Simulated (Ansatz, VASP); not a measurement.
**BP: VASP beside Ansatz**

```
CELL_PARAMETERS angstrom
0.00000 2.36154 2.23016
2.36154 0.00000 2.23016
2.36154 2.36154 0.00000
ATOMIC_POSITIONS crystal
B 0.00000 0.00000 0.00000
P 0.25000 0.25000 0.25000
```

Change from the starting cell: epitaxial_xy strain +4.1%.

Alike in both runs: task single point; functional HSE06; k mesh 6 × 6 × 6; no spin polarisation.

```csv
,VASP,Ansatz
version,VASP 6.6.1,Ansatz 0.2.0
potentials or method,"VASP PAW PBE potentials, release 64 (B, P)","plane waves, PAW"
plane-wave cutoff (eV),520,420
occupations,"gaussian, width 0.01 eV",fixed
valence electrons in the cell,8,8
```

Ansatz gave:

| Item | Value |
| --- | --- |
| gap on the k mesh at the Fermi level (eV) | 1.34 |
| pressure (GPa) | -10.9 |
| traceless stress, the component that is largest in VASP (GPa) | 9.52 |

Problem. Which values does VASP return?

Solution. gap on the k mesh at the Fermi level (eV): 1.33; pressure (GPa): -11.4; traceless stress, the component that is largest in VASP (GPa): 9.54.

Ansatz's warnings: stress exchange threshold loose, stress scf threshold loose.
